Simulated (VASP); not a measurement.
Wanted: the native input for a VASP 6.6.1 run.

```yaml
Task: single point
Functional: PBEsol
Potentials_or_basis: VASP PAW PBE potentials, release 64 (Sr_sv, Ti_sv, O)
Cutoff: 520 eV
k_mesh: 8 × 8 × 8
Occupations: gaussian, width 0.05 eV
Spin: no spin polarisation
Dipole_correction: no
Further_INCAR_settings: ALGO = Normal; EDIFF = 1e-06; NBANDS = 28
```

The structure of SrTiO3 lies in POSCAR:

```
SrTiO3
1.0
    4.0470368016      0.0000000000      0.0000000000
    0.0000000000      4.0470368016      0.0000000000
    0.0000000000      0.0000000000      3.8913815400
Sr Ti O
1 1 3
Direct
    0.0024043448      0.0000000000      0.0000000000
    0.5059354150      0.5000000000      0.5000000000
   -0.0096992381      0.5000000000      0.5000000000
    0.4893868027      0.0000000000      0.5000000000
    0.4893868027      0.5000000000      0.0000000000
```

This cell differs from its parent crystal: atoms displaced along a vibrational mode, the cell strained.

These files were run (other wordings do the same):

INCAR

```
PREC = Accurate
ENCUT = 520
EDIFF = 1E-6
ISMEAR = 0
SIGMA = 0.05
LREAL = F
LASPH = T
NELM = 100
ALGO = Normal
ISIF = 2
LWAVE = F
LCHARG = T
GGA = PS
LELF = T
LVHAR = T
NBANDS = 28
```

KPOINTS

```
regular mesh
0
Gamma
  8 8 8
```

Potentials or basis: VASP PAW PBE potentials, release 64 (Sr_sv, Ti_sv, O).

Command:

```console
$ cat potpaw_PBE.64/Sr_sv/POTCAR potpaw_PBE.64/Ti_sv/POTCAR potpaw_PBE.64/O/POTCAR > POTCAR
$ mpirun -np 1 vasp_std > vasp.out
```

Results of the run:

```json
{
 "Pressure": "-11.2 GPa",
 "Largest force": "0.319 eV/Å",
 "Band gap on the k mesh": "1.70 eV (least direct gap 2.14 eV)"
}
```

Caveat: the cell differs from its parent crystal (atoms displaced along a vibrational mode, the cell strained); the stress differs along the axes, from -14 to -7 GPa; the PAW data sets were made with another functional, which shifts forces and pressure a little.

Wall time 4.1 min on 1 thread of Intel Xeon 8259CL (shared host), peak memory 0.34 GiB.
